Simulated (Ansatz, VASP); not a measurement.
## Two plane-wave programs on Al3Ga5N8

```
CELL_PARAMETERS angstrom
-0.00129 -0.00075 -5.11870
3.15414 5.46412 0.00159
3.15500 -5.46461 0.00000
ATOMIC_POSITIONS crystal
Al 0.00217 0.16807 0.33525
Al 0.00217 0.16807 0.83283
Al 0.50170 0.33162 0.66581
Ga 0.00149 0.66611 0.33306
Ga 0.00118 0.66447 0.83224
Ga 0.50093 0.33108 0.16554
Ga 0.50105 0.83534 0.66812
Ga 0.50105 0.83534 0.16723
N 0.63030 0.17079 0.34060
N 0.63030 0.17079 0.83019
N 0.62142 0.66621 0.33311
N 0.61931 0.65961 0.82980
N 0.12884 0.32608 0.66304
N 0.11800 0.32594 0.16297
N 0.12003 0.84023 0.67054
N 0.12003 0.84023 0.16969
```

Alike in both runs: functional PBEsol; k mesh 4 × 6 × 6; occupations gaussian, width 0.1 eV; no spin polarisation.

Ansatz relaxed the structure, and its values are those at the end. VASP's run is a single point on that final structure, the one shown.

|  | VASP | Ansatz |
| --- | --- | --- |
| version | VASP 6.6.1 | Ansatz 0.2.0 |
| potentials or method | VASP PAW PBE potentials, release 64 (Al, Ga_d, N), cutoff 520 eV | scalar-relativistic, plane waves, PAW |
| valence electrons in the cell | 114 | 114 |

|  | VASP | Ansatz | Ansatz less VASP |
| --- | --- | --- | --- |
| gap on the k mesh at the Fermi level (eV) | 2.65 | 2.63 | -0.018 |
| least direct gap on the mesh (eV) | 2.65 | 2.63 | -0.018 |
| pressure (GPa) | -0.1 | 0.0 | +0.13 |
| rms of the force components (eV/Å) | 0.005 | 0.002 | -0.0030 |

VASP's potentials were made for PBE, not for PBEsol. With one functional, cell and mesh, what is left measures potentials, basis and numerics.
